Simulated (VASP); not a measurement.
# MgS (Niningerite) (Fm-3m) in VASP: a series of runs

The runs below take MgS (Niningerite) through single point, with PBEsol, PBE-based screened hybrid.

Everything below comes from runs of VASP 6.6.1. Logs are shortened: lines on timing, memory, paths and dates and some standing lists are left out, and cuts for length are marked.

## 1. The cell of the first run

It takes space group Fm-3m (No. 225, cubic). The conventional cell has a = 5.203 Å, b = 5.203 Å, c = 5.203 Å, α = 90.00°, β = 90.00°, γ = 90.00°. Mg (site symmetry m-3m) has 6 S at 2.60 Å within 3.4 Å. S (site symmetry m-3m) has 6 Mg at 2.60 Å within 3.4 Å.

## 2. Single point, PBEsol

INCAR reads:

```
SYSTEM = MgS
ALGO = Normal
EDIFF = 1E-6
ENCUT = 600
GGA = PS
GGA_COMPAT = .False.
ISIF = 2
ISMEAR = 1
LASPH = .True.
LCHARG = .True.
LELF = .True.
LREAL = .False.
LVHAR = .True.
LWAVE = .False.
NBANDS = 11
NELM = 120
PREC = Accurate
SIGMA = 0.5
```

KPOINTS reads:

```
k-points
0
Gamma
  6 6 6
  0 0 0
```

POSCAR reads:

```
MgS
1.0
    0.0000000000      2.6015177399      2.6015177399
    2.6015177399      0.0000000000      2.6015177399
    2.6015177399      2.6015177399      0.0000000000
Mg S
1 1
Direct
    0.0000000000      0.0000000000      0.0000000000
    0.5000000000      0.5000000000      0.5000000000
```

Potentials or basis: VASP PAW PBE potentials, release 64 (Mg, S).

Command:

```sh
> cat potpaw_PBE.64/Mg/POTCAR potpaw_PBE.64/S/POTCAR > POTCAR
> mpirun -np 1 vasp_std > vasp.out
```

OUTCAR:

```text
SYSTEM = MgS
   EDIFF = 1E-6
   ENCUT = 600
   GGA = PS
   ISIF = 2
   ISMEAR = 1
   LASPH = .True.
   LREAL = .False.
   NELM = 120
   PREC = Accurate

 ion  position               nearest neighbor table
   1  0.000  0.000  0.000-   2 2.60   2 2.60   2 2.60   2 2.60   2 2.60   2 2.60
   2  0.500  0.500  0.500-   1 2.60   1 2.60   1 2.60   1 2.60   1 2.60   1 2.60

  LATTYP: Found a face centered cubic cell.
 ALAT       =     5.2030354798

  Lattice vectors:

 A1 = (   0.0000000000,   2.6015177399,   2.6015177399)
 A2 = (   2.6015177399,   0.0000000000,   2.6015177399)
 A3 = (   2.6015177399,   2.6015177399,   0.0000000000)

Analysis of symmetry for initial positions (statically):
=====================================================================
 Subroutine PRICEL returns:
 Original cell was already a primitive cell.

 Routine SETGRP: Setting up the symmetry group for a
 face centered cubic supercell.

 Subroutine GETGRP returns: Found 48 space group operations
 (whereof 48 operations were pure point group operations)
 out of a pool of 48 trial point group operations.

The static configuration has the point symmetry O_h .

Analysis of symmetry for dynamics (positions and initial velocities):
=====================================================================
 Subroutine PRICEL returns:
 Original cell was already a primitive cell.

 Routine SETGRP: Setting up the symmetry group for a
 face centered cubic supercell.

 Subroutine GETGRP returns: Found 48 space group operations
 (whereof 48 operations were pure point group operations)
 out of a pool of 48 trial point group operations.

The dynamic configuration has the point symmetry O_h .

 Subroutine INISYM returns: Found 48 space group operations
 (whereof 48 operations are pure point group operations),
 and found     1 'primitive' translations

----------------------------------------------------------------------------------------

                                     Primitive cell

  volume of cell :      35.2136

  direct lattice vectors                    reciprocal lattice vectors
     0.000000000  2.601517740  2.601517740    -0.192195499  0.192195499  0.192195499
     2.601517740  0.000000000  2.601517740     0.192195499 -0.192195499  0.192195499
     2.601517740  2.601517740  0.000000000     0.192195499  0.192195499 -0.192195499

  length of vectors
     3.679101671  3.679101671  3.679101671     0.332892369  0.332892369  0.332892369

  position of ions in fractional coordinates (direct lattice)
     0.000000000  0.000000000  0.000000000
     0.500000000  0.500000000  0.500000000

  ion indices of the primitive-cell ions
   primitive index   ion index
                 1           1
                 2           2

----------------------------------------------------------------------------------------

 KPOINTS: k-points

Automatic generation of k-mesh.
 Grid dimensions read from file:
 generate k-points for:    6    6    6

 Generating k-lattice:

  Cartesian coordinates                     Fractional coordinates (reciprocal lattice)
    -0.032032583  0.032032583  0.032032583     0.166666667  0.000000000  0.000000000
     0.032032583 -0.032032583  0.032032583     0.000000000  0.166666667  0.000000000
     0.032032583  0.032032583 -0.032032583     0.000000000  0.000000000  0.166666667

  Length of vectors
     0.055482062  0.055482062  0.055482062

  Shift w.r.t. Gamma in fractional coordinates (k-lattice)
     0.000000000  0.000000000  0.000000000

 Subroutine IBZKPT returns following result:
 ===========================================

 Found     16 irreducible k-points:

 Following reciprocal coordinates:
            Coordinates               Weight
  0.000000  0.000000  0.000000      1.000000
  0.166667  0.000000  0.000000      8.000000
  0.333333  0.000000  0.000000      8.000000
  0.500000  0.000000  0.000000      4.000000
  0.166667  0.166667  0.000000      6.000000
  0.333333  0.166667  0.000000     24.000000
[... 8 lines left out ...]
 -0.333333  0.333333  0.166667     24.000000
 -0.333333  0.500000  0.166667     12.000000
   k-points           NKPTS =     16   k-points in BZ     NKDIM =     16   number of bands    NBANDS=     11
   number of dos      NEDOS =    301   number of ions     NIONS =      2
   total plane-waves  NPLWV =  27000
   dimension x,y,z NGX =    30 NGY =   30 NGZ =   30
   dimension x,y,z NGXF=    60 NGYF=   60 NGZF=   60
   ions per type =               1   1
   NGX,Y,Z   is equivalent  to a cutoff of  13.56, 13.56, 13.56 a.u.
   NGXF,Y,Z  is equivalent  to a cutoff of  27.11, 27.11, 27.11 a.u.
 SYSTEM =  MgS
   PREC   = accura    normal or accurate (medium, high low for compatibility)
   ISTART =      0    job   : 0-new  1-cont  2-samecut
   ICHARG =      2    charge: 1-file 2-atom 10-const
   ISPIN  =      1    spin polarized calculation?
   LNONCOLLINEAR =      F non collinear calculations
   LSORBIT =      F    spin-orbit coupling
   LASPH  =      T    aspherical Exc in radial PAW
   ENCUT  =  600.0 eV  44.10 Ry    6.64 a.u.   7.35  7.35  7.35*2*pi/ulx,y,z
   NELM   =    120;   NELMIN=  2; NELMDL= -5     # of ELM steps
   EDIFF  = 0.1E-05   stopping-criterion for ELM
   LREAL  =      F    real-space projection
   EDIFFG = 0.1E-04   stopping-criterion for IOM
   NSW    =      0    number of steps for IOM
   IBRION =     -1    ionic relax: 0-MD 1-quasi-New 2-CG
   NFREE  =      0    steps in history (QN), initial steepest desc. (CG)
   ISIF   =      2    stress and relaxation
   ISYM   =      2    0-nonsym 1-usesym 2-fastsym
   POTIM  = 0.5000    time-step for ionic-motion
   TEBEG  =    0.0;   TEEND  =   0.0 temperature during run
   PSTRESS=    0.0 pullay stress
   NELECT =       8.0000    total number of electrons
   NUPDOWN=      -1.0000    fix difference up-down
   EMIN   =  10.00;   EMAX   =-10.00  energy-range for DOS
   EFERMI =   0.00;   METHOD = LEGACY
   ISMEAR =     1;   SIGMA  =   0.50  broadening in eV -4-tet -1-fermi 0-gaus
   EFERMI_NEDOS =   21; number of points for ismear=-14 and -15
   IALGO  =     38    algorithm
   IMIX   =      4    mixing-type and parameters
     AMIX     =   0.40;   BMIX     =  1.00
     AMIX_MAG =   1.60;   BMIX_MAG =  1.00
  volume/ion in A,a.u.               =      17.61       118.82
  Fermi-wavevector in a.u.,A,eV,Ry     =   0.998929  1.887702 13.576703  0.997860
  Thomas-Fermi vector in A             =   2.131185
   LORBIT       =      0    0 simple, 1 ext, 2 COOP (PROOUT), +10 PAW based schemes
   GGA     = PS    functional components
   LHFCALC =     F    Hartree Fock is set to
   AEXX    =    0.0000 exact exchange contribution
   IVDW    =     0    specifies the selected vdW correction
   LEPSILON=     F    determine dielectric tensor
   LRPA    =     F    only Hartree local field effects (RPA)
 non-spin polarized calculation
 Methfessel and Paxton  Order N= 1 SIGMA  =   0.50
  energy-cutoff  :      600.00
  volume of cell :       35.21
 maximum number of plane-waves:      1211
 NGX is ok and might be reduce to    30
   NGX = 15   NGY = 15   NGZ = 15

 number of electron       7.9999999 magnetization

 Free energy of the ion-electron system (eV)
  ---------------------------------------------------
  ext. energy  EPLUGINS =         0.00000000
  ---------------------------------------------------
  free energy    TOTEN  =        -9.06403458 eV

  energy without entropy =       -9.08074090  energy(sigma->0) =       -9.06960335

 E-fermi :   3.8234     XC(G=0):  -9.8370

 val. band max:        3.6777996160   @ k =   0.0000   0.0000   0.0000
 cond. band min:       6.3810105398   @ k =   0.5000   0.5000   0.0000
 fundamental gap:      2.7032109238
 Fermi energy:         3.8234475251

 k-point     1 :       0.0000    0.0000    0.0000
  band No.  band energies     occupation
      1      -9.0062      2.00000
      2       3.6778      1.47060
      3       3.6778      1.47060
      4       3.6778      1.47060
      5       7.2715     -0.00000
      6      11.5306     -0.00000
      7      11.5306     -0.00000
      8      11.5306     -0.00000
      9      13.9881      0.00000
     10      13.9881      0.00000
     11      15.9739      0.00000

 k-point     2 :       0.1667    0.0000    0.0000
  band No.  band energies     occupation
      1      -8.7394      2.00000
      2       2.0191      2.00000
      3       3.5057      1.87054
      4       3.5057      1.87054
      5       8.3744     -0.00000
      6      11.2254     -0.00000
      7      11.8023     -0.00000
      8      11.8023     -0.00000
      9      13.2602     -0.00000
     10      13.2602     -0.00000
     11      15.9849      0.00000

 k-point     3 :       0.3333    0.0000    0.0000
  band No.  band energies     occupation
      1      -8.0938      2.00000
      2      -0.2163      2.00000
      3       3.2089      2.07091
      4       3.2089      2.07091
      5       8.3194     -0.00000
      6      10.9358     -0.00000
      7      10.9358     -0.00000
      8      12.9572     -0.00000
      9      15.0861      0.00000
     10      15.1203      0.00000
     11      15.1203      0.00000

 k-point     4 :       0.5000    0.0000    0.0000
  band No.  band energies     occupation
      1      -7.6798      2.00000
      2      -1.2180      2.00000
      3       3.0785      2.05620
      4       3.0785      2.05620
      5       8.0782     -0.00000
      6      10.5030     -0.00000
      7      10.5030     -0.00000
      8      13.7456     -0.00000
      9      15.6514      0.00000
     10      18.0694      0.00000
     11      18.0694      0.00000
[... 127 lines left out ...]
 k-point    14 :       0.5000    0.3333    0.1667
  band No.  band energies     occupation
      1      -7.6530      2.00000
      2      -0.0625      2.00000
      3       1.4438      2.00000
      4       2.4220      2.00054
      5       8.9060     -0.00000
      6      10.1756     -0.00000
      7      10.8846     -0.00000
      8      13.4470     -0.00000
      9      15.1466      0.00000
     10      18.3925      0.00000
     11      18.9633      0.00000

 k-point    15 :      -0.3333    0.3333    0.1667
  band No.  band energies     occupation
      1      -7.3715      2.00000
      2      -0.3058      2.00000
      3       0.9147      2.00000
      4       2.0639      2.00001
      5       8.9460     -0.00000
      6      10.2824     -0.00000
      7      12.2647     -0.00000
      8      12.5251     -0.00000
      9      15.8064      0.00000
     10      17.4797      0.00000
     11      19.3668      0.00000

 k-point    16 :      -0.3333    0.5000    0.1667
  band No.  band energies     occupation
      1      -7.2670      2.00000
      2      -0.1370      2.00000
      3       1.0506      2.00000
      4       1.4295      2.00000
      5       8.0327     -0.00000
      6       9.7732     -0.00000
      7      12.7619     -0.00000
      8      13.3710     -0.00000
      9      17.3670      0.00000
     10      18.6144      0.00000
     11      19.0858      0.00000

------------------------ aborting loop because EDIFF is reached ----------------------------------------

  FORCE on cell =-STRESS in cart. coord.  units (eV):
  Direction    XX          YY          ZZ          XY          YZ          ZX
  --------------------------------------------------------------------------------------
  -------------------------------------------------------------------------------------
  Total       -0.2564288     -0.2564288     -0.2564288     -0.0000000     -0.0000000      0.0000000
  in kB      -11.6672101    -11.6672101    -11.6672101     -0.0000000     -0.0000000      0.0000000
  external PRESSURE =     -11.6672101 kB  Pullay stress =       0.0000000 kB

 VOLUME and BASIS-vectors are now :
 -----------------------------------------------------------------------------
  energy-cutoff  :      600.00
  volume of cell :       35.21
      direct lattice vectors                 reciprocal lattice vectors
     0.000000000  2.601517740  2.601517740    -0.192195499  0.192195499  0.192195499
     2.601517740  0.000000000  2.601517740     0.192195499 -0.192195499  0.192195499
     2.601517740  2.601517740  0.000000000     0.192195499  0.192195499 -0.192195499

 POSITION                                       TOTAL-FORCE (eV/Angst)
 -----------------------------------------------------------------------------------
      0.00000      0.00000      0.00000        -0.000000      0.000000      0.000000
      2.60152      2.60152      2.60152         0.000000     -0.000000     -0.000000
 -----------------------------------------------------------------------------------
    total drift:                               -0.000000     -0.000000      0.000000

  FREE ENERGIE OF THE ION-ELECTRON SYSTEM (eV)
  ---------------------------------------------------
  free  energy   TOTEN  =        -9.0640345780 eV

  energy  without entropy=       -9.0807408977  energy(sigma->0) =       -9.06960335
```

Run time: 8.5 s. Hardware: 1 thread of AMD EPYC 7R13 (Zen 3), shared host; peak memory 0.14 GiB.

Results:

| Quantity | Value |
| --- | --- |
| Free energy | -9.0640 eV |
| Pressure | -1.2 GPa |
| Band gap on the k mesh | 2.70 eV, indirect (least direct gap 3.59 eV) |

Levels at points of the mesh, in eV from the valence-band top:
```
           k point  band 2  band 3  band 4  band 5  band 6  band 7
(0.00, 0.00, 0.00)    0.00    0.00    0.00    3.59    7.85    7.85
(0.50, 0.00, 0.00)   -4.90   -0.60   -0.60    4.40    6.83    6.83
(0.50, 0.50, 0.00)   -4.26   -1.71   -1.71    2.70    4.24   11.87
```

Caveat: the PAW data sets were made with another functional, which shifts forces and pressure a little. A k mesh can miss the band edges.

## 3. Single point, PBEsol

INCAR reads:

```
SYSTEM = MgS
  PREC = Accurate
  ENCUT = 600
  EDIFF = 1E-6
  ISMEAR = 0
  SIGMA = 0.5
  LREAL = .FALSE.
  LASPH = .TRUE.
  NELM = 120
  ALGO = Normal
  ISIF = 2
  LWAVE = .FALSE.
  LCHARG = .FALSE.
  GGA = PS
  NBANDS = 11
  GGA_COMPAT = .FALSE.
```

KPOINTS reads:

```
regular mesh
0
G
  6 6 6
  0 0 0
```

POSCAR is that of step 2.

Potentials or basis: VASP PAW PBE potentials, release 64 (Mg, S).

Command:

```sh
> cat potpaw_PBE.64/Mg/POTCAR potpaw_PBE.64/S/POTCAR > POTCAR
> mpirun -np 1 vasp_std > vasp.out
```

Wall time 7.4 s (1 thread of AMD EPYC 7R13 (Zen 3), shared host); peak memory 0.13 GiB.

It converged, with:

* Free energy: -9.0709 eV
* Pressure: -1.1 GPa
* Band gap on the k mesh: 2.70 eV, indirect (least direct gap 3.59 eV)

Levels at points of the mesh, in eV from the valence-band top:
| k point | band 1 | band 2 | band 3 | band 4 | band 5 | band 6 | band 7 | band 8 | band 9 |
| --- | --- | --- | --- | --- | --- | --- | --- | --- | --- |
| (0.00, 0.00, 0.00) | -12.68 | 0.00 | 0.00 | 0.00 | 3.59 | 7.85 | 7.85 | 7.85 | 10.31 |
| (0.50, 0.00, 0.00) | -11.36 | -4.90 | -0.60 | -0.60 | 4.40 | 6.82 | 6.82 | 10.07 | 11.97 |
| (0.50, 0.50, 0.00) | -10.98 | -4.26 | -1.71 | -1.71 | 2.70 | 4.24 | 11.87 | 12.82 | 13.26 |

Caveat: the PAW data sets were made with another functional, which shifts forces and pressure a little. A hybrid or GW would open this gap; PBEsol tends to underestimate it.

## 4. Single point, PBE-based screened hybrid

POSCAR is that of step 3.

INCAR.step1 reads:

```
  PREC = Accurate
  ENCUT = 520
  EDIFF = 1E-5
  ISMEAR = 0
  SIGMA = 0.01
  LREAL = False
  LASPH = True
  NELM = 120
  ALGO = Normal
  ISIF = 2
  LWAVE = True
  LCHARG = False
  GGA = PE
  NBANDS = 11
  GGA_COMPAT = False
```

INCAR.step2 reads:

```
  PREC = Accurate
  ENCUT = 520
  EDIFF = 1E-6
  ISMEAR = 0
  SIGMA = 0.01
  LREAL = False
  LASPH = True
  NELM = 120
  ALGO = Normal
  ISIF = 2
  LWAVE = False
  LCHARG = False
  GGA = PE
  LHFCALC = True
  AEXX = 0.35
  HFSCREEN = 0.5
  PRECFOCK = Normal
  ISTART = 1
  NBANDS = 11
  GGA_COMPAT = False
```

KPOINTS reads:

```
Automatic mesh
0
Gamma
  4 4 4
```

Command:

```sh
> cat potpaw_PBE.64/Mg/POTCAR potpaw_PBE.64/S/POTCAR > POTCAR
> cp INCAR.step1 INCAR
> mpirun -np 1 vasp_std > vasp.out
> cp INCAR.step2 INCAR
> mpirun -np 1 vasp_std > vasp.out
```

It took 2 min on 1 thread of AMD EPYC 7R13 (Zen 3), shared host; peak memory 0.24 GiB.

Results (log left out):

| Item | Value |
| --- | --- |
| Free energy | -9.5606 eV |
| Pressure | -0.3 GPa |
| Band gap on the k mesh | 3.41 eV, indirect (least direct gap 4.49 eV) |

Levels at points of the mesh, in eV from the valence-band top:
| k point | band 2 | band 3 | band 4 | band 5 | band 6 | band 7 |
| --- | --- | --- | --- | --- | --- | --- |
| (0.00, 0.00, 0.00) | 0.00 | 0.00 | 0.00 | 4.49 | 8.74 | 8.74 |
| (0.50, 0.00, 0.00) | -5.14 | -0.64 | -0.64 | 5.24 | 7.68 | 7.68 |
| (0.50, 0.50, 0.00) | -4.48 | -1.81 | -1.81 | 3.41 | 5.01 | 13.17 |

Caveat: the k points lie up to 0.52 Å⁻¹ apart; the PAW data sets were made with another functional, which shifts forces and pressure a little.

## 5. Single point, PBE-based screened hybrid

POSCAR is that of step 4.

INCAR.step1 reads:

```
  ALGO = Normal
  EDIFF = 1E-5
  ENCUT = 520
  GGA = PE
  GGA_COMPAT = F
  ISIF = 2
  ISMEAR = 0
  LASPH = T
  LREAL = F
  LWAVE = T
  NBANDS = 11
  NELM = 120
  PREC = Accurate
  SIGMA = 0.01
```

INCAR.step2 reads:

```
  AEXX = 0.1
  ALGO = Normal
  EDIFF = 1E-6
  ENCUT = 520
  GGA = PE
  GGA_COMPAT = F
  HFSCREEN = 0.3
  ISIF = 2
  ISMEAR = 0
  ISTART = 1
  LASPH = T
  LCHARG = T
  LELF = T
  LHFCALC = T
  LREAL = F
  LVHAR = T
  LWAVE = F
  NBANDS = 11
  NELM = 120
  PREC = Accurate
  PRECFOCK = Normal
  SIGMA = 0.01
```

KPOINTS reads:

```
k-points
0
Gamma
  4 4 4
```

Command:

```sh
> cat potpaw_PBE.64/Mg/POTCAR potpaw_PBE.64/S/POTCAR > POTCAR
> cp INCAR.step1 INCAR
> mpirun -np 1 vasp_std > vasp.out
> cp INCAR.step2 INCAR
> mpirun -np 1 vasp_std > vasp.out
```

Run time: 96 s. Hardware: 1 thread of AMD EPYC 7R13 (Zen 3), shared host; peak memory 0.24 GiB.

It converged, with:

- Free energy: -8.9187 eV
- Pressure: 0.6 GPa
- Band gap on the k mesh: 3.06 eV, indirect (least direct gap 4.05 eV)

Levels at points of the mesh, in eV from the valence-band top:
```
           k point  band 2  band 3  band 4  band 5  band 6  band 7
(0.00, 0.00, 0.00)    0.00    0.00    0.00    4.05    8.30    8.30
(0.50, 0.00, 0.00)   -4.99   -0.61   -0.61    4.86    7.25    7.25
(0.50, 0.50, 0.00)   -4.34   -1.74   -1.74    3.06    4.67   12.51
```

Caveat: the k points lie up to 0.52 Å⁻¹ apart; the PAW data sets were made with another functional, which shifts forces and pressure a little. A k mesh can miss the band edges.

## 6. Overview

| level | k mesh | cutoff (eV) | smearing | grid for exact exchange (PRECFOCK) | share of exact exchange | screening parameter | gap on the mesh (eV) | pressure (GPa) |
| --- | --- | --- | --- | --- | --- | --- | --- | --- |
| PBEsol | 6 × 6 × 6 | 600 | methfessel-paxton 0.5 eV | - | - | - | 2.70 | -1.2 |
| PBEsol | 6 × 6 × 6 | 600 | gaussian 0.5 eV | - | - | - | 2.70 | -1.1 |
| PBE-based screened hybrid | 4 × 4 × 4 | 520 | gaussian 0.01 eV | Normal | 0.35 | 0.5 1/Å | 3.41 | -0.3 |
| PBE-based screened hybrid | 4 × 4 × 4 | 520 | gaussian 0.01 eV | Normal | 0.1 | 0.3 1/Å | 3.06 | 0.6 |

Alike in all rows: task single point; potentials or basis VASP PAW PBE potentials, release 64 (Mg, S); no spin polarisation; cell as given.

Caveats: some runs use coarse meshes; the PAW data sets were made with another functional, which shifts forces and pressure a little.

Absolute energies hang on the potentials; compare differences alone.
